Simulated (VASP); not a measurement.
TiAl3, 4 atoms in the cell. Symmetry: Pm-3m, No. 221, cubic system. Conventional cell: a = 3.956 Å, b = 3.956 Å, c = 3.956 Å, α = 90.00°, β = 90.00°, γ = 90.00°. Within 3.7 Å of Ti (site symmetry m-3m) lie 12 Al at 2.80 Å. Al (site symmetry 4/mmm) has 4 Ti at 2.80 Å and 8 Al at 2.80 Å within 3.7 Å. 

| Property | Result |
| --- | --- |
| Program | VASP 6.6.1 |
| Task | single point |
| Functional | PBEsol |
| Potentials or basis | VASP PAW PBE potentials, release 64 (Ti_sv, Al) |
| Cutoff | 520 eV |
| k mesh | 4 × 4 × 4 |
| Occupations | gaussian, width 0.1 eV |
| Spin | no spin polarisation |
| Dipole correction | no |
| Further INCAR settings | ALGO = Fast; EDIFF = 1e-06; NBANDS = 18 |

Potentials or basis: VASP PAW PBE potentials, release 64 (Ti_sv, Al).

Run with:

```console
$ cat potpaw_PBE.64/Ti_sv/POTCAR potpaw_PBE.64/Al/POTCAR > POTCAR
$ mpirun -np 1 vasp_std > vasp.out
```

Hardware: 1 thread of Intel(R) Xeon(R) Platinum 8375C CPU @ 2.90GHz (Ice Lake), with other jobs on the host.

Problem. Estimate the wall time of this run.

Solution. It took 21 s on 1 thread of Intel(R) Xeon(R) Platinum 8375C CPU @ 2.90GHz (Ice Lake), with other jobs on the host, peak memory 0.16 GiB. Counts: scf iterations 23, k points 10.
